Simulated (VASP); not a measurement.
# B5C2 (I4/mmm) in VASP: single point with PBE

Aim: the single point of B5C2 with PBE.

All numbers are computed with VASP 6.6.1; they aren't measurements. Logs are shortened: lines on timing, memory, paths and dates and some standing lists are left out, and cuts for length are marked.

## 1. The cell of the first run

It takes space group I4/mmm (No. 139, tetragonal). The conventional cell has a = 5.276 Å, b = 5.276 Å, c = 3.583 Å, α = 90.00°, β = 90.00°, γ = 90.00°. B (site symmetry m2m) has 3 B at 1.67 to 1.83 Å and 2 C at 1.88 Å within 2.2 Å. Within 2.2 Å of B (site symmetry 4/mmm) lie 4 B at 1.67 Å. C (site symmetry mmm) has 2 C at 1.79 Å and 4 B at 1.88 Å within 2.4 Å.

The cell was built from a structure type or drawn by symmetry, and may not be a known phase.

## 2. Single point, PBE

Contents of INCAR:

```
SYSTEM = B5C2
PREC     = Accurate       ! precision mode
ENCUT    = 600            ! plane-wave cutoff, eV
EDIFF    = 1E-6           ! SCF threshold, eV
ISMEAR   = 0              ! smearing method
SIGMA    = 0.2            ! smearing width, eV
LREAL    = .False.        ! projectors in reciprocal space
LASPH    = .True.         ! aspherical terms in the spheres
NELM     = 120            ! most SCF steps
ALGO     = Normal         ! electronic algorithm
ISIF     = 2              ! what is computed and relaxed
LWAVE    = .False.        ! write WAVECAR
LCHARG   = .False.        ! write CHGCAR
GGA      = PE             ! functional
NBANDS   = 20             ! bands
GGA_COMPAT= .False.
```

Contents of KPOINTS:

```
regular mesh
0
Gamma
  4 4 4
  0 0 0
```

Contents of POSCAR:

```
B5C2
1.0
   -2.6378826705      2.6378826705      1.7917439349
    2.6378826705     -2.6378826705      1.7917439349
    2.6378826705      2.6378826705     -1.7917439349
B C
5 2
Direct
    0.7240386562      0.7240386562      0.4480773123
    0.2759613438      0.2759613438      0.5519226877
    0.7240386562      0.2759613438      0.0000000000
    0.2759613438      0.7240386562      0.0000000000
    0.5000000000      0.5000000000      0.0000000000
    0.5000000000      0.0000000000      0.5000000000
    0.0000000000      0.5000000000      0.5000000000
```

Potentials or basis: VASP PAW PBE potentials, release 64 (B, C).

The run is started by

```bash
$ cat potpaw_PBE.64/B/POTCAR potpaw_PBE.64/C/POTCAR > POTCAR
$ mpirun -np 1 vasp_std > vasp.out
```

OUTCAR:

```text
SYSTEM = B5C2
   PREC = Accurate
   ENCUT = 600
   EDIFF = 1E-6
   ISMEAR = 0
   LREAL = .False.
   LASPH = .True.
   NELM = 120
   ISIF = 2
   GGA = PE

 ion  position               nearest neighbor table
   1  0.724  0.724  0.448-   5 1.67   2 1.83   2 1.83   6 1.88   7 1.88
   2  0.276  0.276  0.552-   5 1.67   1 1.83   1 1.83   7 1.88   6 1.88
   3  0.724  0.276  0.000-   5 1.67   4 1.83   4 1.83   6 1.88   7 1.88
   4  0.276  0.724  0.000-   5 1.67   3 1.83   3 1.83   7 1.88   6 1.88
   5  0.500  0.500  0.000-   1 1.67   2 1.67   3 1.67   4 1.67
   6  0.500  0.000  0.500-   7 1.79   7 1.79   4 1.88   3 1.88   1 1.88   2 1.88
   7  0.000  0.500  0.500-   6 1.79   6 1.79   3 1.88   4 1.88   1 1.88   2 1.88

  LATTYP: Found a body centered tetragonal cell.
 ALAT       =     5.2757653410
 C/A-ratio  =     0.6792356442

  Lattice vectors:

 A1 = (  -2.6378826705,   2.6378826705,   1.7917439349)
 A2 = (   2.6378826705,  -2.6378826705,   1.7917439349)
 A3 = (   2.6378826705,   2.6378826705,  -1.7917439349)

Analysis of symmetry for initial positions (statically):
=====================================================================
 Subroutine PRICEL returns:
 Original cell was already a primitive cell.

 Routine SETGRP: Setting up the symmetry group for a
 body centered tetragonal supercell.

 Subroutine GETGRP returns: Found 16 space group operations
 (whereof 16 operations were pure point group operations)
 out of a pool of 16 trial point group operations.

The static configuration has the point symmetry D_4h.

Analysis of symmetry for dynamics (positions and initial velocities):
=====================================================================
 Subroutine PRICEL returns:
 Original cell was already a primitive cell.

 Routine SETGRP: Setting up the symmetry group for a
 body centered tetragonal supercell.

 Subroutine GETGRP returns: Found 16 space group operations
 (whereof 16 operations were pure point group operations)
 out of a pool of 16 trial point group operations.

The dynamic configuration has the point symmetry D_4h.

 Subroutine INISYM returns: Found 16 space group operations
 (whereof 16 operations are pure point group operations),
 and found     1 'primitive' translations

----------------------------------------------------------------------------------------

                                     Primitive cell
[... 92 lines left out ...]
   NSW    =      0    number of steps for IOM
   IBRION =     -1    ionic relax: 0-MD 1-quasi-New 2-CG
   NFREE  =      0    steps in history (QN), initial steepest desc. (CG)
   ISIF   =      2    stress and relaxation
   ISYM   =      2    0-nonsym 1-usesym 2-fastsym
   POTIM  = 0.5000    time-step for ionic-motion
   TEBEG  =    0.0;   TEEND  =   0.0 temperature during run
   PSTRESS=    0.0 pullay stress
   NELECT =      23.0000    total number of electrons
   NUPDOWN=      -1.0000    fix difference up-down
   EMIN   =  10.00;   EMAX   =-10.00  energy-range for DOS
   EFERMI =   0.00;   METHOD = LEGACY
   ISMEAR =     0;   SIGMA  =   0.20  broadening in eV -4-tet -1-fermi 0-gaus
   EFERMI_NEDOS =   21; number of points for ismear=-14 and -15
   IALGO  =     38    algorithm
   IMIX   =      4    mixing-type and parameters
     AMIX     =   0.40;   BMIX     =  1.00
     AMIX_MAG =   1.60;   BMIX_MAG =  1.00
  volume/ion in A,a.u.               =       7.12        48.08
  Fermi-wavevector in a.u.,A,eV,Ry     =   1.264839  2.390199 21.766831  1.599817
  Thomas-Fermi vector in A             =   2.398123
   LORBIT       =      0    0 simple, 1 ext, 2 COOP (PROOUT), +10 PAW based schemes
   GGA     = PE    functional components
   LHFCALC =     F    Hartree Fock is set to
   AEXX    =    0.0000 exact exchange contribution
   IVDW    =     0    specifies the selected vdW correction
   LEPSILON=     F    determine dielectric tensor
   LRPA    =     F    only Hartree local field effects (RPA)
 non-spin polarized calculation
 Gauss-broadening in eV      SIGMA  =   0.20
  energy-cutoff  :      600.00
  volume of cell :       49.87
 maximum number of plane-waves:      1684
 NGX is ok and might be reduce to    36
   NGX = 17   NGY = 17   NGZ = 17

 number of electron      23.0000000 magnetization

 Free energy of the ion-electron system (eV)
  ---------------------------------------------------
  ext. energy  EPLUGINS =         0.00000000
  ---------------------------------------------------
  free energy    TOTEN  =       -41.71506601 eV

  energy without entropy =      -41.68496137  energy(sigma->0) =      -41.70001369

 E-fermi :   6.0493     XC(G=0): -12.0408

 val. band max:        5.8760278785   @ k =   0.5000   0.0000   0.0000
 cond. band min:       6.0907201163   @ k =  -0.2500  -0.2500   0.2500
 fundamental gap:      0.2146922378
 Fermi energy:         6.0493094842

 k-point     1 :       0.0000    0.0000    0.0000
  band No.  band energies     occupation
      1     -10.6030      2.00000
      2      -2.3048      2.00000
      3      -2.3048      2.00000
      4      -1.7623      2.00000
      5       0.1164      2.00000
      6       0.1441      2.00000
[... 288 lines left out ...]
     19      12.6339      0.00000
     20      13.0759      0.00000

------------------------ aborting loop because EDIFF is reached ----------------------------------------

  FORCE on cell =-STRESS in cart. coord.  units (eV):
  Direction    XX          YY          ZZ          XY          YZ          ZX
  --------------------------------------------------------------------------------------
  -------------------------------------------------------------------------------------
  Total       -0.0870155     -0.0870155      0.0035800      0.0000000     -0.0000000      0.0000000
  in kB       -2.7955047     -2.7955047      0.1150118      0.0000000     -0.0000000      0.0000000
  external PRESSURE =      -1.8253325 kB  Pullay stress =       0.0000000 kB

 VOLUME and BASIS-vectors are now :
 -----------------------------------------------------------------------------
  energy-cutoff  :      600.00
  volume of cell :       49.87
      direct lattice vectors                 reciprocal lattice vectors
    -2.637882670  2.637882670  1.791743935     0.000000000  0.189545959  0.279057733
     2.637882670 -2.637882670  1.791743935     0.189545959  0.000000000  0.279057733
     2.637882670  2.637882670 -1.791743935     0.189545959  0.189545959  0.000000000

 POSITION                                       TOTAL-FORCE (eV/Angst)
 -----------------------------------------------------------------------------------
      1.18198      1.18198      1.79174        -0.000548     -0.000548      0.000000
      1.45591      1.45591     -0.00000         0.000548      0.000548     -0.000000
     -1.18198      1.18198      1.79174         0.000548     -0.000548     -0.000000
      1.18198     -1.18198      1.79174        -0.000548      0.000548      0.000000
      0.00000      0.00000      1.79174        -0.000000      0.000000      0.000000
      0.00000      2.63788      0.00000         0.000000     -0.000000      0.000000
      2.63788      0.00000      0.00000        -0.000000     -0.000000      0.000000
 -----------------------------------------------------------------------------------
    total drift:                                0.000000      0.000000      0.000000

  FREE ENERGIE OF THE ION-ELECTRON SYSTEM (eV)
  ---------------------------------------------------
  free  energy   TOTEN  =       -41.7150660116 eV

  energy  without entropy=      -41.6849613717  energy(sigma->0) =      -41.70001369
```

stdout:

```text
POSCAR found type information on POSCAR B C
 POSCAR found :  2 types and       7 ions
 scaLAPACK will be used
 LDA part: xc-table for (Slater+PW92), standard interpolation
 POSCAR, INCAR and KPOINTS ok, starting setup
 FFT: planning ... GRIDC
 FFT: planning ... GRID_SOFT
 FFT: planning ... GRID
 WAVECAR not read
 entering main loop
```

Run time: 16 s. Hardware: 1 thread of Intel Xeon Platinum 8488C (Sapphire Rapids), shared host; peak memory 0.19 GiB.

Results:

| Item | Value |
| --- | --- |
| Free energy | -41.7151 eV |
| Pressure | -0.2 GPa |
| Band gap on the k mesh | zero (an odd number of electrons rules out a gap without spin polarisation) |

Stress tensor (GPa, compression positive):
```
-0.28  0.00  0.00
 0.00 -0.28  0.00
 0.00  0.00  0.01
```

Levels at points of the mesh, in eV from the Fermi level:
| k point | band 9 | band 10 | band 11 | band 12 | band 13 | band 14 |
| --- | --- | --- | --- | --- | --- | --- |
| (0.00, 0.00, 0.00) | -2.84 | -2.63 | -2.63 | -0.30 | -0.30 | 0.13 |
| (0.50, 0.00, 0.00) | -0.79 | -0.17 | 0.14 | 0.27 | 0.28 | 3.96 |
| (0.50, 0.50, 0.00) | -3.76 | -1.12 | -0.58 | -0.41 | 0.43 | 2.92 |
| (0.50, 0.50, 0.50) | -1.34 | -1.10 | 1.34 | 1.34 | 3.78 | 4.66 |

Caveat: the k points lie up to 0.53 Å⁻¹ apart, too coarse for converged energies and pressures of a metal.
